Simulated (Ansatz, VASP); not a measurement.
**One calculation of SiC, two programs**

POSCAR

```
SiC
1.0
    3.0947360574      0.0000000000      0.0000000000
   -1.5473680287      2.6801200437      0.0000000000
    0.0000000000      0.0000000000     15.1881298545
Si C
6 6
Direct
    0.3333333333      0.6666666667      0.1422863724
    0.6666666667      0.3333333333      0.6422863724
    0.0000000000      0.0000000000      0.4755194283
    0.0000000000      0.0000000000      0.9755194283
    0.6666666667      0.3333333333      0.3087736127
    0.3333333333      0.6666666667      0.8087736127
    0.0000000000      0.0000000000      0.3501570151
    0.0000000000      0.0000000000      0.8501570151
    0.3333333333      0.6666666667      0.0173185554
    0.6666666667      0.3333333333      0.5173185554
    0.6666666667      0.3333333333      0.1838050062
    0.3333333333      0.6666666667      0.6838050062
```

The input INCAR.step1:

```
ALGO = Normal ; EDIFF = 1E-4
ENCUT = 520 ; GGA = PE
ISMEAR = 0 ; LASPH = T
LCHARG = F ; LREAL = F
LWAVE = T ; NBANDS = 36
NELM = 100 ; PREC = Accurate
SIGMA = 0.02
```

The input INCAR.step2:

```
ALGO = Normal ; EDIFF = 1E-7
ENCUT = 520 ; ISIF = 2
ISMEAR = 0 ; ISTART = 1
LASPH = T ; LCHARG = F
LMIXTAU = T ; LREAL = F
LWAVE = F ; METAGGA = R2SCAN
NBANDS = 36 ; NELM = 100
PREC = Accurate ; SIGMA = 0.02
```

The input KPOINTS:

```
k-points
0
Gamma
  12 12 2
```

Input for Ansatz:

```yaml
crystal:
  lattice:
    - [3.0947360574, 0.0, 0.0]
    - [-1.5473680287, 2.6801200437, 0.0]
    - [0.0, 0.0, 15.1881298545]
  atoms:
    - { symbol: Si, position: [0.3333333333, 0.6666666667, 0.1422863724] }
    - { symbol: Si, position: [0.6666666667, 0.3333333333, 0.6422863724] }
    - { symbol: Si, position: [0.0, 0.0, 0.4755194283] }
    - { symbol: Si, position: [0.0, 0.0, 0.9755194283] }
    - { symbol: Si, position: [0.6666666667, 0.3333333333, 0.3087736127] }
    - { symbol: Si, position: [0.3333333333, 0.6666666667, 0.8087736127] }
    - { symbol: C, position: [0.0, 0.0, 0.3501570151] }
    - { symbol: C, position: [0.0, 0.0, 0.8501570151] }
    - { symbol: C, position: [0.3333333333, 0.6666666667, 0.0173185554] }
    - { symbol: C, position: [0.6666666667, 0.3333333333, 0.5173185554] }
    - { symbol: C, position: [0.6666666667, 0.3333333333, 0.1838050062] }
    - { symbol: C, position: [0.3333333333, 0.6666666667, 0.6838050062] }
basis:
  ecutwfc: 500
kpoints:
  mp_grid: { grid: [12, 12, 2] }
  band_path:
    path:
      - [[0.0, 0.0, 0.0], [0.5, 0.0, 0.0], [0.33333333, 0.33333333, 0.0], [0.0, 0.0, 0.0], [0.0, 0.0, 0.5], [0.5, 0.0, 0.5], [0.33333333, 0.33333333, 0.5], [0.0, 0.0, 0.5]]
      - [[0.5, 0.0, 0.5], [0.5, 0.0, 0.0]]
      - [[0.33333333, 0.33333333, 0.5], [0.33333333, 0.33333333, 0.0]]
    npoints: 10
hamiltonian:
  xc: r2scan
scf:
  occupations: { method: gaussian, width: 0.02 }
  n_extra_bands: 30
output:
  forces: true
  stress: true
  eigenvalues: true
  populations: true
  dos: { projected: true, de: 0.02, nscf_kmesh: { grid: [18, 18, 3] } }
  bader: false
  write_density: true
  write_potential: true
  elf: true
  volumetric_format: npy
```

Alike in both runs: task single point; functional r2SCAN; k mesh 12 × 12 × 2; occupations gaussian, width 0.02 eV; no spin polarisation.

```csv
,VASP,Ansatz
version,VASP 6.6.1,Ansatz 0.2.0
potentials or method,"VASP PAW PBE potentials, release 64 (Si, C), cutoff 520 eV","scalar-relativistic, plane waves, PAW"
valence electrons in the cell,48,48
```

Ansatz gave:

| Item | Value |
| --- | --- |
| gap on the k mesh at the Fermi level (eV) | 2.39 |
| least direct gap on the mesh (eV) | 3.54 |
| pressure (GPa) | -3.5 |

Estimate VASP's values.

gap on the k mesh at the Fermi level (eV): 2.40; least direct gap on the mesh (eV): 3.55; pressure (GPa): -3.7.

VASP's potentials were made for PBE, not for r2SCAN. The functional is the same, so the differences come from potentials, cutoffs and numerics.
